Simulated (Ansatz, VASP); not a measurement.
## Al2Cu in VASP and in Ansatz

```
Al Cu
1.0
     4.10518    0.00000    0.00000
     0.00000    4.10518    0.00000
     0.00000    0.00000    2.89131
Al Cu
2 1
Direct
  0.50000 0.00000 0.50000
  0.00000 0.50000 0.50000
  0.00000 0.00000 0.00000
```

Alike in both runs: task single point; functional PBEsol; k mesh 6 × 6 × 10; occupations gaussian, width 0.1 eV; no spin polarisation.

|  | VASP | Ansatz |
| --- | --- | --- |
| version | VASP 6.6.1 | Ansatz 0.2.0 |
| potentials or method | VASP PAW PBE potentials, release 64 (Al, Cu), cutoff 520 eV | scalar-relativistic, plane waves, PAW |
| valence electrons in the cell | 17 | 25 |

VASP gave:

* gap on the k mesh at the Fermi level (eV): none
* pressure (GPa): -2.4
* traceless stress, the component that is largest in VASP (GPa): 1.13

**Question.** What did Ansatz give for the same quantities?

**Answer.** gap on the k mesh at the Fermi level (eV): none; pressure (GPa): -2.3; traceless stress, the component that is largest in VASP (GPa): 1.09.

VASP's potentials were made for PBE, not for PBEsol. A gap of «none» marks a metal or a gap that the smearing closes. The functional is the same, so the differences come from potentials, cutoffs and numerics. VASP's potentials hold 17 valence electrons a cell and Ansatz's 25, so a difference there can come from the potentials and not from the codes.
